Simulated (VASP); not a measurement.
# BiOs in VASP: further runs

The runs below take BiOs through single point, with PBEsol.

All numbers are computed with VASP 6.6.1; they aren't measurements. Logs are shortened: lines on timing, memory, paths and dates and some standing lists are left out, and cuts for length are marked.

**1. The cell of the first run**

It takes space group F-43m (No. 216, cubic). Conventional cell: a = 6.091 Å, b = 6.091 Å, c = 6.091 Å, α = 90.00°, β = 90.00°, γ = 90.00°. Within 3.5 Å of Os (site symmetry -43m) lie 4 Bi at 2.64 Å. Bi (site symmetry -43m) has 4 Os at 2.64 Å within 3.5 Å.

**2. Single point, PBEsol (28.24 Å³/atom)**

File INCAR:

```
ALGO = Normal ; EDIFF = 1E-6
ENCUT = 520 ; GGA = PS
ISIF = 2 ; ISMEAR = 0
LASPH = T ; LCHARG = F
LREAL = F ; LWAVE = F
NBANDS = 18 ; NELM = 80
PREC = Accurate ; SIGMA = 0.05
```

File KPOINTS:

```
k-points
0
Gamma
  10 10 10
```

File POSCAR:

```
BiOs
1.0
    0.0000000000      3.0453706932      3.0453706932
    3.0453706932      0.0000000000      3.0453706932
    3.0453706932      3.0453706932      0.0000000000
Os Bi
1 1
Direct
    0.0000000000      0.0000000000      0.0000000000
    0.2500000000      0.2500000000      0.2500000000
```

Potentials or basis: VASP PAW PBE potentials, release 64 (Os, Bi_d).

Started as:

```
$ cat potpaw_PBE.64/Os/POTCAR potpaw_PBE.64/Bi_d/POTCAR > POTCAR
$ mpirun -np 1 vasp_std > vasp.out
```

OUTCAR:

```text
EDIFF = 1E-6
   ENCUT = 520
   GGA = PS
   ISIF = 2
   ISMEAR = 0
   LASPH = T
   LREAL = F
   NELM = 80
   PREC = Accurate

 ion  position               nearest neighbor table
   1  0.000  0.000  0.000-   2 2.64   2 2.64   2 2.64   2 2.64
   2  0.250  0.250  0.250-   1 2.64   1 2.64   1 2.64   1 2.64

  LATTYP: Found a face centered cubic cell.
 ALAT       =     6.0907413864

  Lattice vectors:

 A1 = (   0.0000000000,   3.0453706932,   3.0453706932)
 A2 = (   3.0453706932,   0.0000000000,   3.0453706932)
 A3 = (   3.0453706932,   3.0453706932,   0.0000000000)

Analysis of symmetry for initial positions (statically):
=====================================================================
 Subroutine PRICEL returns:
 Original cell was already a primitive cell.

 Routine SETGRP: Setting up the symmetry group for a
 face centered cubic supercell.

 Subroutine GETGRP returns: Found 24 space group operations
 (whereof 24 operations were pure point group operations)
 out of a pool of 48 trial point group operations.

The static configuration has the point symmetry T_d .

Analysis of symmetry for dynamics (positions and initial velocities):
=====================================================================
 Subroutine PRICEL returns:
 Original cell was already a primitive cell.

 Routine SETGRP: Setting up the symmetry group for a
 face centered cubic supercell.

 Subroutine GETGRP returns: Found 24 space group operations
 (whereof 24 operations were pure point group operations)
 out of a pool of 48 trial point group operations.

The dynamic configuration has the point symmetry T_d .

 Subroutine INISYM returns: Found 24 space group operations
 (whereof 24 operations are pure point group operations),
 and found     1 'primitive' translations

----------------------------------------------------------------------------------------

                                     Primitive cell

  volume of cell :      56.4873

  direct lattice vectors                    reciprocal lattice vectors
     0.000000000  3.045370693  3.045370693    -0.164183625  0.164183625  0.164183625
     3.045370693  0.000000000  3.045370693     0.164183625 -0.164183625  0.164183625
     3.045370693  3.045370693  0.000000000     0.164183625  0.164183625 -0.164183625

  length of vectors
     4.306804537  4.306804537  4.306804537     0.284374380  0.284374380  0.284374380

  position of ions in fractional coordinates (direct lattice)
     0.000000000  0.000000000  0.000000000
     0.250000000  0.250000000  0.250000000

  ion indices of the primitive-cell ions
   primitive index   ion index
                 1           1
                 2           2

----------------------------------------------------------------------------------------

 KPOINTS: k-points

Automatic generation of k-mesh.
 Grid dimensions read from file:
 generate k-points for:   10   10   10

 Generating k-lattice:

  Cartesian coordinates                     Fractional coordinates (reciprocal lattice)
    -0.016418363  0.016418363  0.016418363     0.100000000  0.000000000  0.000000000
     0.016418363 -0.016418363  0.016418363     0.000000000  0.100000000  0.000000000
     0.016418363  0.016418363 -0.016418363     0.000000000  0.000000000  0.100000000

  Length of vectors
     0.028437438  0.028437438  0.028437438

  Shift w.r.t. Gamma in fractional coordinates (k-lattice)
     0.000000000  0.000000000  0.000000000

 Subroutine IBZKPT returns following result:
 ===========================================

 Found     47 irreducible k-points:

 Following reciprocal coordinates:
            Coordinates               Weight
  0.000000  0.000000  0.000000      1.000000
  0.100000  0.000000  0.000000      8.000000
  0.200000  0.000000  0.000000      8.000000
  0.300000  0.000000  0.000000      8.000000
  0.400000  0.000000  0.000000      8.000000
  0.500000  0.000000  0.000000      4.000000
[... 16 lines left out ...]
  0.300000  0.300000  0.000000      6.000000
  0.400000  0.300000  0.000000     24.000000
 [... further k-points ...]
   k-points           NKPTS =     47   k-points in BZ     NKDIM =     47   number of bands    NBANDS=     18
   number of dos      NEDOS =    301   number of ions     NIONS =      2
   total plane-waves  NPLWV =  32768
   dimension x,y,z NGX =    32 NGY =   32 NGZ =   32
   dimension x,y,z NGXF=    64 NGYF=   64 NGZF=   64
   ions per type =               1   1
   NGX,Y,Z   is equivalent  to a cutoff of  12.35, 12.35, 12.35 a.u.
   NGXF,Y,Z  is equivalent  to a cutoff of  24.70, 24.70, 24.70 a.u.
 SYSTEM =  unknown system
   PREC   = accura    normal or accurate (medium, high low for compatibility)
   ISTART =      0    job   : 0-new  1-cont  2-samecut
   ICHARG =      2    charge: 1-file 2-atom 10-const
   ISPIN  =      1    spin polarized calculation?
   LNONCOLLINEAR =      F non collinear calculations
   LSORBIT =      F    spin-orbit coupling
   LASPH  =      T    aspherical Exc in radial PAW
   ENCUT  =  520.0 eV  38.22 Ry    6.18 a.u.   8.01  8.01  8.01*2*pi/ulx,y,z
   NELM   =     80;   NELMIN=  2; NELMDL= -5     # of ELM steps
   EDIFF  = 0.1E-05   stopping-criterion for ELM
   LREAL  =      F    real-space projection
   EDIFFG = 0.1E-04   stopping-criterion for IOM
   NSW    =      0    number of steps for IOM
   IBRION =     -1    ionic relax: 0-MD 1-quasi-New 2-CG
   NFREE  =      0    steps in history (QN), initial steepest desc. (CG)
   ISIF   =      2    stress and relaxation
   ISYM   =      2    0-nonsym 1-usesym 2-fastsym
   POTIM  = 0.5000    time-step for ionic-motion
   TEBEG  =    0.0;   TEEND  =   0.0 temperature during run
   PSTRESS=    0.0 pullay stress
   NELECT =      23.0000    total number of electrons
   NUPDOWN=      -1.0000    fix difference up-down
   EMIN   =  10.00;   EMAX   =-10.00  energy-range for DOS
   EFERMI =   0.00;   METHOD = LEGACY
   ISMEAR =     0;   SIGMA  =   0.05  broadening in eV -4-tet -1-fermi 0-gaus
   EFERMI_NEDOS =   21; number of points for ismear=-14 and -15
   IALGO  =     38    algorithm
   IMIX   =      4    mixing-type and parameters
     AMIX     =   0.40;   BMIX     =  1.00
     AMIX_MAG =   1.60;   BMIX_MAG =  1.00
  volume/ion in A,a.u.               =      28.24       190.60
  Fermi-wavevector in a.u.,A,eV,Ry     =   1.213391  2.292976 20.032084  1.472317
  Thomas-Fermi vector in A             =   2.348844
   LORBIT       =      0    0 simple, 1 ext, 2 COOP (PROOUT), +10 PAW based schemes
   GGA     = PS    functional components
   LHFCALC =     F    Hartree Fock is set to
   AEXX    =    0.0000 exact exchange contribution
   IVDW    =     0    specifies the selected vdW correction
   LEPSILON=     F    determine dielectric tensor
   LRPA    =     F    only Hartree local field effects (RPA)
 non-spin polarized calculation
 Gauss-broadening in eV      SIGMA  =   0.05
  energy-cutoff  :      520.00
  volume of cell :       56.49
 maximum number of plane-waves:      1540
   NGX = 17   NGY = 17   NGZ = 17

 number of electron      22.9999992 magnetization

 Free energy of the ion-electron system (eV)
  ---------------------------------------------------
  ext. energy  EPLUGINS =         0.00000000
  ---------------------------------------------------
  free energy    TOTEN  =       -13.33083927 eV

  energy without entropy =      -13.32862187  energy(sigma->0) =      -13.32973057

 E-fermi :   4.7504     XC(G=0): -10.2413

 val. band max:        4.7227114505   @ k =  -0.4000   0.3000   0.0000
 cond. band min:       4.7931193155   @ k =  -0.3000   0.3000   0.1000
 fundamental gap:      0.0704078650
 Fermi energy:         4.7503774555

 k-point     1 :       0.0000    0.0000    0.0000
  band No.  band energies     occupation
      1     -17.3622      2.00000
      2     -17.3622      2.00000
      3     -17.3622      2.00000
      4     -17.3139      2.00000
      5     -17.3139      2.00000
      6      -7.0128      2.00000
[... 10 lines left out ...]
     17      11.9515      0.00000
     18      11.9515      0.00000

 k-point     2 :       0.1000    0.0000    0.0000
  band No.  band energies     occupation
      1     -17.3639      2.00000
      2     -17.3623      2.00000
      3     -17.3623      2.00000
      4     -17.3132      2.00000
      5     -17.3132      2.00000
      6      -6.9317      2.00000
[... 10 lines left out ...]
     17      12.3001      0.00000
     18      12.3001      0.00000

 k-point     3 :       0.2000    0.0000    0.0000
  band No.  band energies     occupation
      1     -17.3684      2.00000
      2     -17.3621      2.00000
      3     -17.3621      2.00000
      4     -17.3116      2.00000
      5     -17.3116      2.00000
      6      -6.7081      2.00000
[... 10 lines left out ...]
     17      12.8797      0.00000
     18      12.8797      0.00000

 k-point     4 :       0.3000    0.0000    0.0000
  band No.  band energies     occupation
      1     -17.3739      2.00000
      2     -17.3616      2.00000
      3     -17.3616      2.00000
      4     -17.3098      2.00000
      5     -17.3098      2.00000
      6      -6.4046      2.00000
[... 10 lines left out ...]
     17      13.3126      0.00000
     18      13.3126      0.00000

 k-point     5 :       0.4000    0.0000    0.0000
  band No.  band energies     occupation
      1     -17.3785      2.00000
      2     -17.3610      2.00000
      3     -17.3610      2.00000
      4     -17.3086      2.00000
      5     -17.3086      2.00000
      6      -6.1312      2.00000
[... 10 lines left out ...]
     17      13.5199      0.00000
     18      13.5199      0.00000

 k-point     6 :       0.5000    0.0000    0.0000
  band No.  band energies     occupation
      1     -17.3803      2.00000
      2     -17.3606      2.00000
      3     -17.3606      2.00000
      4     -17.3082      2.00000
      5     -17.3082      2.00000
      6      -6.0187      2.00000
[... 10 lines left out ...]
     17      13.5750      0.00000
     18      13.5750      0.00000

 k-point     7 :       0.1000    0.1000    0.0000
  band No.  band energies     occupation
      1     -17.3656      2.00000
      2     -17.3617      2.00000
      3     -17.3617      2.00000
      4     -17.3137      2.00000
      5     -17.3123      2.00000
      6      -6.9046      2.00000
[... 10 lines left out ...]
     17      12.7947      0.00000
     18      12.7947      0.00000

 k-point     8 :       0.2000    0.1000    0.0000
  band No.  band energies     occupation
      1     -17.3693      2.00000
      2     -17.3618      2.00000
      3     -17.3612      2.00000
      4     -17.3130      2.00000
      5     -17.3104      2.00000
      6      -6.7278      2.00000
[... 10 lines left out ...]
     17      12.9197      0.00000
     18      13.3686      0.00000
[... 229 lines left out ...]
     17      13.9482      0.00000
     18      14.6326      0.00000

 k-point    20 :      -0.4000    0.2000    0.0000
  band No.  band energies     occupation
      1     -17.3771      2.00000
      2     -17.3669      2.00000
      3     -17.3604      2.00000
      4     -17.3090      2.00000
      5     -17.3052      2.00000
      6      -5.8805      2.00000
[... 10 lines left out ...]
     17      14.3651      0.00000
     18      15.1724      0.00000

 k-point    21 :      -0.3000    0.2000    0.0000
  band No.  band energies     occupation
      1     -17.3749      2.00000
      2     -17.3661      2.00000
      3     -17.3618      2.00000
      4     -17.3083      2.00000
      5     -17.3071      2.00000
      6      -6.0388      2.00000
[... 10 lines left out ...]
     17      14.0094      0.00000
     18      14.2975      0.00000

 k-point    22 :      -0.2000    0.2000    0.0000
  band No.  band energies     occupation
      1     -17.3730      2.00000
      2     -17.3635      2.00000
      3     -17.3627      2.00000
      4     -17.3093      2.00000
      5     -17.3087      2.00000
      6      -6.2991      2.00000
[... 10 lines left out ...]
     17      13.4809      0.00000
     18      13.4854      0.00000

 k-point    23 :       0.3000    0.3000    0.0000
  band No.  band energies     occupation
      1     -17.3829      2.00000
      2     -17.3585      2.00000
      3     -17.3585      2.00000
      4     -17.3148      2.00000
      5     -17.3029      2.00000
      6      -6.1915      2.00000
[... 10 lines left out ...]
     17      15.1616      0.00000
     18      15.4483      0.00000

 k-point    24 :       0.4000    0.3000    0.0000
  band No.  band energies     occupation
      1     -17.3855      2.00000
      2     -17.3593      2.00000
      3     -17.3580      2.00000
      4     -17.3146      2.00000
      5     -17.3010      2.00000
      6      -5.9702      2.00000
[... 10 lines left out ...]
     17      14.8707      0.00000
     18      15.8977      0.00000

 [... further k-points ...]

------------------------ aborting loop because EDIFF is reached ----------------------------------------

  FORCE on cell =-STRESS in cart. coord.  units (eV):
  Direction    XX          YY          ZZ          XY          YZ          ZX
  --------------------------------------------------------------------------------------
  -------------------------------------------------------------------------------------
  Total       -0.6203550     -0.6203550     -0.6203550      0.0000000     -0.0000000      0.0000000
  in kB      -17.5954502    -17.5954502    -17.5954502      0.0000000     -0.0000000      0.0000000
  external PRESSURE =     -17.5954502 kB  Pullay stress =       0.0000000 kB

 VOLUME and BASIS-vectors are now :
 -----------------------------------------------------------------------------
  energy-cutoff  :      520.00
  volume of cell :       56.49
      direct lattice vectors                 reciprocal lattice vectors
     0.000000000  3.045370693  3.045370693    -0.164183625  0.164183625  0.164183625
     3.045370693  0.000000000  3.045370693     0.164183625 -0.164183625  0.164183625
     3.045370693  3.045370693  0.000000000     0.164183625  0.164183625 -0.164183625

 POSITION                                       TOTAL-FORCE (eV/Angst)
 -----------------------------------------------------------------------------------
      0.00000      0.00000      0.00000         0.000000      0.000000      0.000000
      1.52269      1.52269      1.52269        -0.000000     -0.000000     -0.000000
 -----------------------------------------------------------------------------------
    total drift:                                0.000000      0.000000      0.000000

  FREE ENERGIE OF THE ION-ELECTRON SYSTEM (eV)
  ---------------------------------------------------
  free  energy   TOTEN  =       -13.3308392700 eV

  energy  without entropy=      -13.3286218686  energy(sigma->0) =      -13.32973057
```

Wall time 68 s (1 thread of Intel Xeon 8259CL, shared host); peak memory 0.18 GiB.

Results:

```
Free energy            : -13.3308 eV
Pressure               : -1.8 GPa
Band gap on the k mesh : zero (an odd number of electrons rules out a gap without spin polarisation)
```

Caveat: the PAW data sets were made with another functional, which shifts forces and pressure a little; spin-orbit coupling is left out, which moves the levels of the heavy elements.

(Part 1 of 2 ends here.)

The gap in the log of VASP goes by the Fermi energy; the results here count the filled bands.